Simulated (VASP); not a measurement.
# Zr2N (P4_2/mnm) in VASP: further runs, part 2 of 2

VASP 6.6.1. Earlier steps stand in the parts before.

## (5) Single point, r2SCAN

Contents of POSCAR:

```
Zr2N
1.0
    5.4130027300      0.0000000000      0.0000000000
    0.0000000000      5.4130027300      0.0000000000
    0.0000000000      0.0000000000      3.3077891900
Zr N
4 2
Direct
    0.2961254600      0.2961254600      0.0000000000
    0.7038745400      0.7038745400      0.0000000000
    0.7961254600      0.2038745400      0.5000000000
    0.2038745400      0.7961254600      0.5000000000
    0.0000000000      0.0000000000      0.0000000000
    0.5000000000      0.5000000000      0.5000000000
```

Contents of INCAR.step1:

```
PREC = Accurate
ENCUT = 520
ISMEAR = 0
SIGMA = 0.1
LREAL = F
LASPH = T
NELM = 100
NBANDS = 38
GGA = PE
ALGO = Normal
EDIFF = 1E-4
LWAVE = T
LCHARG = F
```

Contents of INCAR.step2:

```
PREC = Accurate
ENCUT = 520
EDIFF = 1E-7
ISMEAR = 0
SIGMA = 0.1
LREAL = F
LASPH = T
NELM = 100
ALGO = Normal
ISIF = 2
LWAVE = F
LCHARG = F
METAGGA = R2SCAN
LMIXTAU = T
NBANDS = 38
ISTART = 1
```

Contents of KPOINTS:

```
regular mesh
0
Gamma
  6 6 8
```

Potentials or basis: VASP PAW PBE potentials, release 64 (Zr_sv, N).

On the command line:

```
> cat potpaw_PBE.64/Zr_sv/POTCAR potpaw_PBE.64/N/POTCAR > POTCAR
> cp INCAR.step1 INCAR
> mpirun -np 1 vasp_std > vasp.out
> cp INCAR.step2 INCAR
> mpirun -np 1 vasp_std > vasp.out
```

OUTCAR:

```text
PREC = Accurate
   ENCUT = 520
   EDIFF = 1E-7
   ISMEAR = 0
   LREAL = F
   LASPH = T
   NELM = 100
   ISIF = 2
   METAGGA = R2SCAN
   ISTART = 1

 ion  position               nearest neighbor table
   1  0.296  0.296  0.000-   5 2.27   6 2.27   6 2.27   2 3.12   4 3.21   3 3.21   4 3.21   3 3.21
                             4 3.21   4 3.21   3 3.21   3 3.21   2 3.89   2 3.89
   2  0.704  0.704  0.000-   5 2.27   6 2.27   6 2.27   1 3.12   4 3.21   3 3.21   4 3.21   3 3.21
                             3 3.21   3 3.21   4 3.21   4 3.21   1 3.89   1 3.89
   3  0.796  0.204  0.500-   6 2.27   5 2.27   5 2.27   4 3.12   1 3.21   1 3.21   2 3.21   2 3.21
                             2 3.21   2 3.21   1 3.21   1 3.21   4 3.89   4 3.89
   4  0.204  0.796  0.500-   6 2.27   5 2.27   5 2.27   3 3.12   1 3.21   1 3.21   2 3.21   2 3.21
                             1 3.21   1 3.21   2 3.21   2 3.21   3 3.89   3 3.89
   5  0.000  0.000  0.000-   1 2.27   2 2.27   3 2.27   4 2.27   3 2.27   4 2.27
   6  0.500  0.500  0.500-   3 2.27   4 2.27   1 2.27   2 2.27   1 2.27   2 2.27

  LATTYP: Found a simple tetragonal cell.
 ALAT       =     5.4130027300
 C/A-ratio  =     0.6110821211

  Lattice vectors:

 A1 = (   5.4130027300,   0.0000000000,   0.0000000000)
 A2 = (   0.0000000000,   5.4130027300,   0.0000000000)
 A3 = (   0.0000000000,   0.0000000000,   3.3077891900)

Analysis of symmetry for initial positions (statically):
=====================================================================
 Subroutine PRICEL returns:
 Original cell was already a primitive cell.

 Routine SETGRP: Setting up the symmetry group for a
 simple tetragonal supercell.

 Subroutine GETGRP returns: Found 16 space group operations
 (whereof  8 operations were pure point group operations)
 out of a pool of 16 trial point group operations.

The static configuration has the point symmetry D_2h.
 The point group associated with its full space group is D_4h.

Analysis of symmetry for dynamics (positions and initial velocities):
=====================================================================
 Subroutine PRICEL returns:
 Original cell was already a primitive cell.

 Routine SETGRP: Setting up the symmetry group for a
[... 140 lines left out ...]
   METAGGA = R2SCAN    functional components
   LHFCALC =     F    Hartree Fock is set to
   AEXX    =    0.0000 exact exchange contribution
   IVDW    =     0    specifies the selected vdW correction
   LEPSILON=     F    determine dielectric tensor
   LRPA    =     F    only Hartree local field effects (RPA)
 non-spin polarized calculation
 Gauss-broadening in eV      SIGMA  =   0.10
  energy-cutoff  :      520.00
  volume of cell :       96.92
 maximum number of plane-waves:      2636
   NGX = 21   NGY = 21   NGZ = 13

 number of electron      58.0000001 magnetization

 Free energy of the ion-electron system (eV)
  ---------------------------------------------------
  ext. energy  EPLUGINS =         0.00000000
  ---------------------------------------------------
  free energy    TOTEN  =      -117.73115142 eV

  energy without entropy =     -117.71431618  energy(sigma->0) =     -117.72273380

 E-fermi :   9.7865     XC(G=0): -12.5461

 val. band max:        9.7590958038   @ k =   0.3333   0.1667   0.2500
 cond. band min:       9.8009857373   @ k =   0.5000   0.5000   0.2500
 fundamental gap:      0.0418899335
 Fermi energy:         9.7864600543

 k-point     1 :       0.0000    0.0000    0.0000
  band No.  band energies     occupation
      1     -40.7169      2.00000
      2     -40.5714      2.00000
      3     -40.5714      2.00000
      4     -40.5108      2.00000
      5     -18.9418      2.00000
      6     -18.3518      2.00000
[... 973 lines left out ...]
     37      14.2954      0.00000
     38      14.2954      0.00000

 [... further k-points ...]

------------------------ aborting loop because EDIFF is reached ----------------------------------------

  FORCE on cell =-STRESS in cart. coord.  units (eV):
  Direction    XX          YY          ZZ          XY          YZ          ZX
  --------------------------------------------------------------------------------------
  -------------------------------------------------------------------------------------
  Total       -0.0973193     -0.0973193      0.0378094      0.0000000      0.0000000      0.0000000
  in kB       -1.6087749     -1.6087749      0.6250236      0.0000000      0.0000000      0.0000000
  external PRESSURE =      -0.8641754 kB  Pullay stress =       0.0000000 kB

 VOLUME and BASIS-vectors are now :
 -----------------------------------------------------------------------------
  energy-cutoff  :      520.00
  volume of cell :       96.92
      direct lattice vectors                 reciprocal lattice vectors
     5.413002730  0.000000000  0.000000000     0.184740347  0.000000000  0.000000000
     0.000000000  5.413002730  0.000000000     0.000000000  0.184740347  0.000000000
     0.000000000  0.000000000  3.307789190     0.000000000  0.000000000  0.302316727

 POSITION                                       TOTAL-FORCE (eV/Angst)
 -----------------------------------------------------------------------------------
      1.60293      1.60293      0.00000         0.000780      0.000780     -0.000000
      3.81007      3.81007      0.00000        -0.000780     -0.000780      0.000000
      4.30943      1.10357      1.65389         0.000780     -0.000780      0.000000
      1.10357      4.30943      1.65389        -0.000780      0.000780     -0.000000
      0.00000      0.00000      0.00000        -0.000000     -0.000000     -0.000000
      2.70650      2.70650      1.65389        -0.000000     -0.000000     -0.000000
 -----------------------------------------------------------------------------------
    total drift:                                0.000000     -0.000000     -0.000000

  FREE ENERGIE OF THE ION-ELECTRON SYSTEM (eV)
  ---------------------------------------------------
  free  energy   TOTEN  =      -117.7311514183 eV

  energy  without entropy=     -117.7143161832  energy(sigma->0) =     -117.72273380
```

It took 13 min on 1 thread of Intel Xeon 8259CL, shared host; peak memory 0.3 GiB.

What came out:

```
Free energy            : -117.7312 eV
Pressure               : -0.1 GPa
Band gap on the k mesh : zero (bands 29 and 30 overlap by 2.62 eV)
```

Caveat: the PAW data sets were made with another functional, which shifts forces and pressure a little.

## (6) Single point, r2SCAN

POSCAR is that of step 5.

Contents of INCAR.step1:

```
  PREC = Accurate
  ENCUT = 520
  ISMEAR = 1
  SIGMA = 0.1
  LREAL = F
  LASPH = T
  NELM = 60
  NBANDS = 38
  GGA = PE
  ALGO = Normal
  EDIFF = 1E-4
  LWAVE = T
  LCHARG = F
```

Contents of INCAR.step2:

```
  PREC = Accurate
  ENCUT = 520
  EDIFF = 1E-6
  ISMEAR = 1
  SIGMA = 0.1
  LREAL = F
  LASPH = T
  NELM = 60
  ALGO = Normal
  ISIF = 2
  LWAVE = F
  LCHARG = T
  METAGGA = R2SCAN
  LMIXTAU = T
  LELF = T
  LVHAR = T
  NBANDS = 38
  ISTART = 1
```

Contents of KPOINTS:

```
regular mesh
0
Gamma
  8 8 10
```

Potentials or basis: VASP PAW PBE potentials, release 64 (Zr_sv, N).

On the command line:

```
> cat potpaw_PBE.64/Zr_sv/POTCAR potpaw_PBE.64/N/POTCAR > POTCAR
> cp INCAR.step1 INCAR
> mpirun -np 1 vasp_std > vasp.out
> cp INCAR.step2 INCAR
> mpirun -np 1 vasp_std > vasp.out
```

OUTCAR:

```text
PREC = Accurate
   ENCUT = 520
   EDIFF = 1E-6
   ISMEAR = 1
   LREAL = F
   LASPH = T
   NELM = 60
   ISIF = 2
   METAGGA = R2SCAN
   ISTART = 1

 ion  position               nearest neighbor table
   1  0.296  0.296  0.000-   5 2.27   6 2.27   6 2.27   2 3.12   4 3.21   3 3.21   4 3.21   3 3.21
                             4 3.21   4 3.21   3 3.21   3 3.21   2 3.89   2 3.89
   2  0.704  0.704  0.000-   5 2.27   6 2.27   6 2.27   1 3.12   4 3.21   3 3.21   4 3.21   3 3.21
                             3 3.21   3 3.21   4 3.21   4 3.21   1 3.89   1 3.89
   3  0.796  0.204  0.500-   6 2.27   5 2.27   5 2.27   4 3.12   1 3.21   1 3.21   2 3.21   2 3.21
                             2 3.21   2 3.21   1 3.21   1 3.21   4 3.89   4 3.89
   4  0.204  0.796  0.500-   6 2.27   5 2.27   5 2.27   3 3.12   1 3.21   1 3.21   2 3.21   2 3.21
                             1 3.21   1 3.21   2 3.21   2 3.21   3 3.89   3 3.89
   5  0.000  0.000  0.000-   1 2.27   2 2.27   3 2.27   4 2.27   3 2.27   4 2.27
   6  0.500  0.500  0.500-   3 2.27   4 2.27   1 2.27   2 2.27   1 2.27   2 2.27

  LATTYP: Found a simple tetragonal cell.
 ALAT       =     5.4130027300
 C/A-ratio  =     0.6110821211

  Lattice vectors:

 A1 = (   5.4130027300,   0.0000000000,   0.0000000000)
 A2 = (   0.0000000000,   5.4130027300,   0.0000000000)
 A3 = (   0.0000000000,   0.0000000000,   3.3077891900)

Analysis of symmetry for initial positions (statically):
=====================================================================
 Subroutine PRICEL returns:
 Original cell was already a primitive cell.

 Routine SETGRP: Setting up the symmetry group for a
 simple tetragonal supercell.

 Subroutine GETGRP returns: Found 16 space group operations
 (whereof  8 operations were pure point group operations)
 out of a pool of 16 trial point group operations.

The static configuration has the point symmetry D_2h.
 The point group associated with its full space group is D_4h.

Analysis of symmetry for dynamics (positions and initial velocities):
=====================================================================
 Subroutine PRICEL returns:
 Original cell was already a primitive cell.

 Routine SETGRP: Setting up the symmetry group for a
[... 140 lines left out ...]
   METAGGA = R2SCAN    functional components
   LHFCALC =     F    Hartree Fock is set to
   AEXX    =    0.0000 exact exchange contribution
   IVDW    =     0    specifies the selected vdW correction
   LEPSILON=     F    determine dielectric tensor
   LRPA    =     F    only Hartree local field effects (RPA)
 non-spin polarized calculation
 Methfessel and Paxton  Order N= 1 SIGMA  =   0.10
  energy-cutoff  :      520.00
  volume of cell :       96.92
 maximum number of plane-waves:      2636
   NGX = 21   NGY = 21   NGZ = 13

 number of electron      58.0000001 magnetization

 Free energy of the ion-electron system (eV)
  ---------------------------------------------------
  ext. energy  EPLUGINS =         0.00000000
  ---------------------------------------------------
  free energy    TOTEN  =      -117.74065213 eV

  energy without entropy =     -117.74220779  energy(sigma->0) =     -117.74117068

 E-fermi :   9.7545     XC(G=0): -12.5467

 val. band max:        9.7493062930   @ k =   0.1250   0.0000   0.2000
 cond. band min:       9.7614894217   @ k =   0.3750   0.3750   0.2000
 fundamental gap:      0.0121831287
 Fermi energy:         9.7544705428

 k-point     1 :       0.0000    0.0000    0.0000
  band No.  band energies     occupation
      1     -40.7203      2.00000
      2     -40.5748      2.00000
      3     -40.5748      2.00000
      4     -40.5142      2.00000
      5     -18.9459      2.00000
      6     -18.3534      2.00000
[... 973 lines left out ...]
     37      13.4459      0.00000
     38      13.4459      0.00000

 [... further k-points ...]

------------------------ aborting loop because EDIFF is reached ----------------------------------------

  FORCE on cell =-STRESS in cart. coord.  units (eV):
  Direction    XX          YY          ZZ          XY          YZ          ZX
  --------------------------------------------------------------------------------------
  -------------------------------------------------------------------------------------
  Total        0.1228597      0.1228597     -0.3634512      0.0000000      0.0000000      0.0000000
  in kB        2.0309809      2.0309809     -6.0081722      0.0000000      0.0000000      0.0000000
  external PRESSURE =      -0.6487368 kB  Pullay stress =       0.0000000 kB

 VOLUME and BASIS-vectors are now :
 -----------------------------------------------------------------------------
  energy-cutoff  :      520.00
  volume of cell :       96.92
      direct lattice vectors                 reciprocal lattice vectors
     5.413002730  0.000000000  0.000000000     0.184740347  0.000000000  0.000000000
     0.000000000  5.413002730  0.000000000     0.000000000  0.184740347  0.000000000
     0.000000000  0.000000000  3.307789190     0.000000000  0.000000000  0.302316727

 POSITION                                       TOTAL-FORCE (eV/Angst)
 -----------------------------------------------------------------------------------
      1.60293      1.60293      0.00000         0.026214      0.026214      0.000000
      3.81007      3.81007      0.00000        -0.026214     -0.026214     -0.000000
      4.30943      1.10357      1.65389         0.026214     -0.026214     -0.000000
      1.10357      4.30943      1.65389        -0.026214      0.026214      0.000000
      0.00000      0.00000      0.00000         0.000000      0.000000      0.000000
      2.70650      2.70650      1.65389         0.000000      0.000000      0.000000
 -----------------------------------------------------------------------------------
    total drift:                                0.000000     -0.000000     -0.000000

  FREE ENERGIE OF THE ION-ELECTRON SYSTEM (eV)
  ---------------------------------------------------
  free  energy   TOTEN  =      -117.7406521327 eV

  energy  without entropy=     -117.7422077861  energy(sigma->0) =     -117.74117068
```

OUTCAR.step1:

```text
PREC = Accurate
   ENCUT = 520
   ISMEAR = 1
   LREAL = F
[... 1227 lines left out ...]
      4.30943      1.10357      1.65389         0.003336     -0.003336     -0.000000
      1.10357      4.30943      1.65389        -0.003336      0.003336      0.000000
      0.00000      0.00000      0.00000         0.000000      0.000000      0.000000
      2.70650      2.70650      1.65389         0.000000      0.000000      0.000000
 -----------------------------------------------------------------------------------
    total drift:                                0.000000     -0.000000     -0.000000

  FREE ENERGIE OF THE ION-ELECTRON SYSTEM (eV)
  ---------------------------------------------------
  free  energy   TOTEN  =       -58.3161676420 eV

  energy  without entropy=      -58.3175723396  energy(sigma->0) =      -58.31663587
```

Wall time 6.8 min (1 thread of Intel Xeon 6975P-C (Granite Rapids), shared host); peak memory 0.38 GiB.

What came out:

| Property | Result |
| --- | --- |
| Free energy | -117.7407 eV |
| Pressure | -0.1 GPa |
| Largest force | 0.037 eV/Å |
| Band gap on the k mesh | zero (bands 29 and 30 overlap by 2.62 eV) |

Forces in eV/Å, atoms in the order of the input:
```
Zr   0.026  0.026  0.000
Zr  -0.026 -0.026  0.000
Zr   0.026 -0.026  0.000
Zr  -0.026  0.026  0.000
N    0.000  0.000  0.000
N    0.000  0.000  0.000
```

Caveat: the PAW data sets were made with another functional, which shifts forces and pressure a little.

## (7) Overview

| k mesh | smearing | gap on the mesh (eV) | pressure (GPa) | largest force (eV/Å) |
| --- | --- | --- | --- | --- |
| 4 × 4 × 4 | gaussian 0.1 eV | none | -0.1 | 0.13 |
| 4 × 4 × 6 | gaussian 0.1 eV | none | -0.1 | 0.03 |
| 4 × 4 × 6, shifted | gaussian 0.1 eV | none | 0.0 | - |
| 6 × 6 × 8 | gaussian 0.1 eV | none | -0.1 | - |
| 8 × 8 × 10 | methfessel-paxton 0.1 eV | none | -0.1 | 0.04 |

Alike in all rows: task single point; level r2SCAN; potentials or basis VASP PAW PBE potentials, release 64 (Zr_sv, N); no spin polarisation; cell as given; cutoff (eV) 520.

Caveats: some runs use coarse meshes; the PAW data sets were made with another functional, which shifts forces and pressure a little.

Total energies depend on the potentials used, so only differences within one code and one set of settings carry meaning.
